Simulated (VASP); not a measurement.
# CuAu3 (Pm-3m) in VASP: a series of runs

The runs below take CuAu3 through electric field gradients, with LDA.

Everything below comes from runs of VASP 6.6.1. Logs are shortened: lines on timing, memory, paths and dates and some standing lists are left out, and cuts for length are marked.

### Step 1. The cell of the first run

Symmetry: Pm-3m, No. 221, cubic system. Conventional cell: a = 3.953 Å, b = 3.953 Å, c = 3.953 Å, α = 90.00°, β = 90.00°, γ = 90.00°. Within 3.7 Å of Cu (site symmetry m-3m) lie 12 Au at 2.80 Å. Within 3.7 Å of Au (site symmetry 4/mmm) lie 4 Cu at 2.80 Å and 8 Au at 2.80 Å.

### Step 2. Electric field gradients, LDA (15.45 Å³/atom)

INCAR

```
SYSTEM = CuAu3
PREC = Accurate
ENCUT = 610
EDIFF = 1E-8
ISMEAR = -1
SIGMA = 0.05
LREAL = .FALSE.
LASPH = .TRUE.
NELM = 120
ALGO = Normal
ISIF = 2
LWAVE = .FALSE.
LCHARG = .FALSE.
GGA = CA
LEFG = .TRUE.
NBANDS = 46
GGA_COMPAT = .FALSE.
```

KPOINTS

```
Automatic mesh
0
G
  9 9 9
  0 0 0
```

POSCAR

```
CuAu3
1.0
    3.9532877858      0.0000000000      0.0000000000
    0.0000000000      3.9532877858      0.0000000000
    0.0000000000      0.0000000000      3.9532877858
Cu Au
1 3
Direct
    0.0000000000      0.0000000000      0.0000000000
    0.0000000000      0.5000000000      0.5000000000
    0.5000000000      0.0000000000      0.5000000000
    0.5000000000      0.5000000000      0.0000000000
```

Potentials or basis: VASP PAW LDA potentials, release 64 (Cu_sv_GW, Au_sv_GW).

The run is started by

```bash
cat potpaw_LDA.64/Cu_sv_GW/POTCAR potpaw_LDA.64/Au_sv_GW/POTCAR > POTCAR
mpirun -np 1 vasp_std > vasp.out
```

OUTCAR:

```text
SYSTEM = CuAu3
   PREC = Accurate
   ENCUT = 610
   EDIFF = 1E-8
   ISMEAR = -1
   LREAL = .FALSE.
   LASPH = .TRUE.
   NELM = 120
   ISIF = 2
   GGA = CA

 ion  position               nearest neighbor table
   1  0.000  0.000  0.000-   2 2.80   3 2.80   4 2.80   2 2.80   3 2.80   2 2.80   4 2.80   2 2.80
                             3 2.80   4 2.80   3 2.80   4 2.80
   2  0.000  0.500  0.500-   1 2.80   3 2.80   4 2.80   1 2.80   4 2.80   1 2.80   3 2.80   1 2.80
                             3 2.80   4 2.80   4 2.80   3 2.80
   3  0.500  0.000  0.500-   1 2.80   2 2.80   4 2.80   1 2.80   4 2.80   2 2.80   4 2.80   4 2.80
                             1 2.80   2 2.80   1 2.80   2 2.80
   4  0.500  0.500  0.000-   1 2.80   2 2.80   3 2.80   2 2.80   3 2.80   1 2.80   3 2.80   3 2.80
                             1 2.80   2 2.80   2 2.80   1 2.80

  LATTYP: Found a simple cubic cell.
 ALAT       =     3.9532877858

  Lattice vectors:

 A1 = (   3.9532877858,   0.0000000000,   0.0000000000)
 A2 = (   0.0000000000,   3.9532877858,   0.0000000000)
 A3 = (   0.0000000000,   0.0000000000,   3.9532877858)

Analysis of symmetry for initial positions (statically):
=====================================================================
 Subroutine PRICEL returns:
 Original cell was already a primitive cell.

 Routine SETGRP: Setting up the symmetry group for a
 simple cubic supercell.

 Subroutine GETGRP returns: Found 48 space group operations
 (whereof 48 operations were pure point group operations)
 out of a pool of 48 trial point group operations.

The static configuration has the point symmetry O_h .

Analysis of symmetry for dynamics (positions and initial velocities):
=====================================================================
 Subroutine PRICEL returns:
 Original cell was already a primitive cell.

 Routine SETGRP: Setting up the symmetry group for a
 simple cubic supercell.

 Subroutine GETGRP returns: Found 48 space group operations
 (whereof 48 operations were pure point group operations)
 out of a pool of 48 trial point group operations.

The dynamic configuration has the point symmetry O_h .

 Subroutine INISYM returns: Found 48 space group operations
 (whereof 48 operations are pure point group operations),
 and found     1 'primitive' translations

----------------------------------------------------------------------------------------

                                     Primitive cell

  volume of cell :      61.7839

  direct lattice vectors                    reciprocal lattice vectors
     3.953287786  0.000000000  0.000000000     0.252954010  0.000000000  0.000000000
     0.000000000  3.953287786  0.000000000     0.000000000  0.252954010  0.000000000
     0.000000000  0.000000000  3.953287786     0.000000000  0.000000000  0.252954010

  length of vectors
     3.953287786  3.953287786  3.953287786     0.252954010  0.252954010  0.252954010

  position of ions in fractional coordinates (direct lattice)
     0.000000000  0.000000000  0.000000000
     0.000000000  0.500000000  0.500000000
     0.500000000  0.000000000  0.500000000
     0.500000000  0.500000000  0.000000000

  ion indices of the primitive-cell ions
   primitive index   ion index
                 1           1
                 2           2
                 3           3
                 4           4

----------------------------------------------------------------------------------------

 KPOINTS: Automatic mesh

Automatic generation of k-mesh.
 Grid dimensions read from file:
 generate k-points for:    9    9    9

 Generating k-lattice:

  Cartesian coordinates                     Fractional coordinates (reciprocal lattice)
     0.028106001  0.000000000  0.000000000     0.111111111  0.000000000  0.000000000
     0.000000000  0.028106001  0.000000000     0.000000000  0.111111111  0.000000000
     0.000000000  0.000000000  0.028106001     0.000000000  0.000000000  0.111111111

  Length of vectors
     0.028106001  0.028106001  0.028106001

  Shift w.r.t. Gamma in fractional coordinates (k-lattice)
     0.000000000  0.000000000  0.000000000

 Subroutine IBZKPT returns following result:
 ===========================================

 Found     35 irreducible k-points:

 Following reciprocal coordinates:
            Coordinates               Weight
  0.000000  0.000000  0.000000      1.000000
  0.111111  0.000000  0.000000      6.000000
  0.222222  0.000000  0.000000      6.000000
  0.333333  0.000000  0.000000      6.000000
  0.444444  0.000000  0.000000      6.000000
  0.111111  0.111111  0.000000     12.000000
[... 16 lines left out ...]
  0.333333  0.333333  0.111111     24.000000
  0.444444  0.333333  0.111111     48.000000
 [... further k-points ...]
   k-points           NKPTS =     35   k-points in BZ     NKDIM =     35   number of bands    NBANDS=     46
   number of dos      NEDOS =    301   number of ions     NIONS =      4
   total plane-waves  NPLWV =  32768
   dimension x,y,z NGX =    32 NGY =   32 NGZ =   32
   dimension x,y,z NGXF=    64 NGYF=   64 NGZF=   64
   ions per type =               1   3
   NGX,Y,Z   is equivalent  to a cutoff of  13.46, 13.46, 13.46 a.u.
   NGXF,Y,Z  is equivalent  to a cutoff of  26.91, 26.91, 26.91 a.u.
 SYSTEM =  CuAu3
   PREC   = accura    normal or accurate (medium, high low for compatibility)
   ISTART =      0    job   : 0-new  1-cont  2-samecut
   ICHARG =      2    charge: 1-file 2-atom 10-const
   ISPIN  =      1    spin polarized calculation?
   LNONCOLLINEAR =      F non collinear calculations
   LSORBIT =      F    spin-orbit coupling
   LASPH  =      T    aspherical Exc in radial PAW
   ENCUT  =  610.0 eV  44.83 Ry    6.70 a.u.   7.96  7.96  7.96*2*pi/ulx,y,z
   NELM   =    120;   NELMIN=  2; NELMDL= -5     # of ELM steps
   EDIFF  = 0.1E-07   stopping-criterion for ELM
   LREAL  =      F    real-space projection
   EDIFFG = 0.1E-06   stopping-criterion for IOM
   NSW    =      0    number of steps for IOM
   IBRION =     -1    ionic relax: 0-MD 1-quasi-New 2-CG
   NFREE  =      0    steps in history (QN), initial steepest desc. (CG)
   ISIF   =      2    stress and relaxation
   ISYM   =      2    0-nonsym 1-usesym 2-fastsym
   POTIM  = 0.5000    time-step for ionic-motion
   TEBEG  =    0.0;   TEEND  =   0.0 temperature during run
   PSTRESS=    0.0 pullay stress
   NELECT =      76.0000    total number of electrons
   NUPDOWN=      -1.0000    fix difference up-down
   EMIN   =  10.00;   EMAX   =-10.00  energy-range for DOS
   EFERMI =   0.00;   METHOD = LEGACY
   ISMEAR =    -1;   SIGMA  =   0.05  broadening in eV -4-tet -1-fermi 0-gaus
   EFERMI_NEDOS =   21; number of points for ismear=-14 and -15
   IALGO  =     38    algorithm
   IMIX   =      4    mixing-type and parameters
     AMIX     =   0.40;   BMIX     =  1.00
     AMIX_MAG =   1.60;   BMIX_MAG =  1.00
  volume/ion in A,a.u.               =      15.45       104.23
  Fermi-wavevector in a.u.,A,eV,Ry     =   1.754100  3.314768 41.863298  3.076866
  Thomas-Fermi vector in A             =   2.824106
   LORBIT       =      0    0 simple, 1 ext, 2 COOP (PROOUT), +10 PAW based schemes
   GGA     = CA    functional components
   LHFCALC =     F    Hartree Fock is set to
   AEXX    =    0.0000 exact exchange contribution
   IVDW    =     0    specifies the selected vdW correction
   LEPSILON=     F    determine dielectric tensor
   LRPA    =     F    only Hartree local field effects (RPA)
 non-spin polarized calculation
  energy-cutoff  :      610.00
  volume of cell :       61.78
 maximum number of plane-waves:      2140
 NGX is ok and might be reduce to    32
   NGX = 15   NGY = 15   NGZ = 15

 number of electron      76.0000063 magnetization

 Free energy of the ion-electron system (eV)
  ---------------------------------------------------
  ext. energy  EPLUGINS =         0.00000000
  ---------------------------------------------------
  free energy    TOTEN  =       -16.28848998 eV

  energy without entropy =      -16.27975820  energy(sigma->0) =      -16.28412409

 E-fermi :   8.6991     XC(G=0): -13.8006

 val. band max:        8.6678410906   @ k =   0.4444   0.4444   0.0000
 cond. band min:       8.7339564907   @ k =   0.3333   0.3333   0.2222
 fundamental gap:      0.0661154001
 Fermi energy:         8.6991111592

 k-point     1 :       0.0000    0.0000    0.0000
  band No.  band energies     occupation
      1    -102.3363      2.00000
      2     -96.8235      2.00000
      3     -96.8034      2.00000
      4     -96.8034      2.00000
      5     -60.3365      2.00000
      6     -60.3365      2.00000
[... 38 lines left out ...]
     45      18.4486      0.00000
     46      18.4486      0.00000

 k-point     2 :       0.1111    0.0000    0.0000
  band No.  band energies     occupation
      1    -102.3362      2.00000
      2     -96.8229      2.00000
      3     -96.8039      2.00000
      4     -96.8034      2.00000
      5     -60.3365      2.00000
      6     -60.3365      2.00000
[... 38 lines left out ...]
     45      18.4665      0.00000
     46      18.5155      0.00000

 k-point     3 :       0.2222    0.0000    0.0000
  band No.  band energies     occupation
      1    -102.3363      2.00000
      2     -96.8214      2.00000
      3     -96.8054      2.00000
      4     -96.8033      2.00000
      5     -60.3367      2.00000
      6     -60.3365      2.00000
[... 38 lines left out ...]
     45      18.2682      0.00000
     46      18.5055      0.00000

 k-point     4 :       0.3333    0.0000    0.0000
  band No.  band energies     occupation
      1    -102.3361      2.00000
      2     -96.8192      2.00000
      3     -96.8076      2.00000
      4     -96.8033      2.00000
      5     -60.3367      2.00000
      6     -60.3364      2.00000
[... 920 lines left out ...]
     45      18.8885      0.00000
     46      20.1285      0.00000

 k-point    23 :       0.3333    0.3333    0.1111
  band No.  band energies     occupation
      1    -102.3364      2.00000
      2     -96.8154      2.00000
      3     -96.8084      2.00000
      4     -96.8064      2.00000
      5     -60.3368      2.00000
      6     -60.3368      2.00000
[... 38 lines left out ...]
     45      19.9176      0.00000
     46      20.3772      0.00000

 k-point    24 :       0.4444    0.3333    0.1111
  band No.  band energies     occupation
      1    -102.3364      2.00000
      2     -96.8136      2.00000
      3     -96.8097      2.00000
      4     -96.8069      2.00000
      5     -60.3368      2.00000
      6     -60.3367      2.00000
[... 38 lines left out ...]
     45      18.7482      0.00000
     46      19.6940      0.00000

 [... further k-points ...]

------------------------ aborting loop because EDIFF is reached ----------------------------------------

  FORCE on cell =-STRESS in cart. coord.  units (eV):
  Direction    XX          YY          ZZ          XY          YZ          ZX
  --------------------------------------------------------------------------------------
  -------------------------------------------------------------------------------------
  Total       -0.8622034     -0.8622034     -0.8622034      0.0000000      0.0000000      0.0000000
  in kB      -22.3586213    -22.3586213    -22.3586213      0.0000000      0.0000000      0.0000000
  external PRESSURE =     -22.3586213 kB  Pullay stress =       0.0000000 kB

 VOLUME and BASIS-vectors are now :
 -----------------------------------------------------------------------------
  energy-cutoff  :      610.00
  volume of cell :       61.78
      direct lattice vectors                 reciprocal lattice vectors
     3.953287786  0.000000000  0.000000000     0.252954010  0.000000000  0.000000000
     0.000000000  3.953287786  0.000000000     0.000000000  0.252954010  0.000000000
     0.000000000  0.000000000  3.953287786     0.000000000  0.000000000  0.252954010

 POSITION                                       TOTAL-FORCE (eV/Angst)
 -----------------------------------------------------------------------------------
      0.00000      0.00000      0.00000         0.000000      0.000000      0.000000
      0.00000      1.97664      1.97664         0.000000      0.000000      0.000000
      1.97664      0.00000      1.97664         0.000000      0.000000      0.000000
      1.97664      1.97664      0.00000         0.000000      0.000000      0.000000
 -----------------------------------------------------------------------------------
    total drift:                                0.000000     -0.000000     -0.000000

  FREE ENERGIE OF THE ION-ELECTRON SYSTEM (eV)
  ---------------------------------------------------
  free  energy   TOTEN  =       -16.2884899788 eV

  energy  without entropy=      -16.2797582043  energy(sigma->0) =      -16.28412409

 Electric field gradients (V/A^2)
---------------------------------------------------------------------
 ion       V_xx      V_yy      V_zz      V_xy      V_xz      V_yz
---------------------------------------------------------------------
   1       0.000     0.000    -0.000     0.000     0.000     0.000
   2     -60.499    30.250    30.250     0.000     0.000     0.000
   3      30.250   -60.499    30.250     0.000     0.000     0.000
   4      30.250    30.250   -60.499     0.000     0.000     0.000
---------------------------------------------------------------------

 Electric field gradients after diagonalization (V/A^2)
 (convention: |V_zz| > |V_xx| > |V_yy|)
----------------------------------------------------------------------
 ion       V_xx      V_yy      V_zz     asymmetry (V_yy - V_xx)/ V_zz
----------------------------------------------------------------------
   1       0.000     0.000    -0.000       0.119
   2      30.250    30.250   -60.499       0.000
   3      30.250    30.250   -60.499       0.000
   4      30.250    30.250   -60.499       0.000
----------------------------------------------------------------------

           NMR quadrupolar parameters

 Cq : quadrupolar parameter    Cq=e*Q*V_zz/h
 eta: asymmetry parameters     (V_yy - V_xx)/ V_zz
 Q  : nuclear electric quadrupole moment in mb (millibarn)
----------------------------------------------------------------------
 ion       Cq(MHz)       eta       Q (mb)
----------------------------------------------------------------------
   1      -0.000       0.119       1.000
   2      -0.146       0.000       1.000
   3      -0.146       0.000       1.000
   4      -0.146       0.000       1.000
----------------------------------------------------------------------
```

Run time: 2.3 min. Hardware: 1 thread of AMD EPYC 7R13 (Zen 3), shared host; peak memory 0.22 GiB.

What came out:

* Free energy: -16.2885 eV
* Pressure: -2.2 GPa
* Band gap on the k mesh: zero (bands 38 and 39 overlap by 1.61 eV)
* Largest electric field gradient by atom: Cu +0.0; Au -60.5 V/Å²

Levels at points of the mesh, in eV from the Fermi level:
| k point | band 34 | band 35 | band 36 | band 37 | band 38 | band 39 | band 40 | band 41 | band 42 | band 43 |
| --- | --- | --- | --- | --- | --- | --- | --- | --- | --- | --- |
| (0.00, 0.00, 0.00) | -1.56 | -1.53 | -1.53 | -1.53 | 0.91 | 0.91 | 0.91 | 6.11 | 6.11 | 6.85 |

Electric field gradients, principal values (V/Å²):
```csv
atom,least,middle,greatest (by size)
1 Cu,0.000,0.000,0.000
2 Au,30.250,30.250,-60.499
3 Au,30.250,30.250,-60.499
4 Au,30.250,30.250,-60.499
```

Caveat: without QUAD_EFG the Cq values of the log hold for a quadrupole moment of 1 mb, not for the nuclei; spin-orbit coupling is left out, which moves the levels of the heavy elements.

(Continued in part 2 of 2.)

The gap in the log of VASP goes by the Fermi energy; the results here count the filled bands.